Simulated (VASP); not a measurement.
A run of VASP 6.6.1:

File INCAR:

```
ALGO = Normal
EDIFF = 1E-7
EDIFFG = -0.01
ENCUT = 500
GGA = PE
GGA_COMPAT = False
IBRION = 2
ISIF = 3
ISMEAR = 0
LASPH = True
LCHARG = False
LREAL = False
LWAVE = False
NELM = 120
NELMIN = 4
NSW = 100
PREC = Accurate
SIGMA = 0.02
```

File KPOINTS:

```
k-points
0
Gamma
  10 10 10
```

The input POSCAR:

```
BAs
1.0
    0.0000000000      2.4096270000      2.4096270000
    2.4096270000      0.0000000000      2.4096270000
    2.4096270000      2.4096270000      0.0000000000
B As
1 1
Direct
    0.2500000000      0.2500000000      0.2500000000
    0.0000000000      0.0000000000      0.0000000000
```

Potentials or basis: VASP PAW PBE potentials, release 64 (B, As).

Command:

```bash
$ cat potpaw_PBE.64/B/POTCAR potpaw_PBE.64/As/POTCAR > POTCAR
$ mpirun -np 1 vasp_std > vasp.out
```

Hardware: 1 thread of Intel Xeon 6975P-C, on a shared host.

Problem. How long does it take, and how much memory?

Solution. Run time: 20 s on 1 thread of Intel Xeon 6975P-C, on a shared host, peak memory 0.17 GiB. Counts: scf iterations 23, k points 47, ion steps 3.
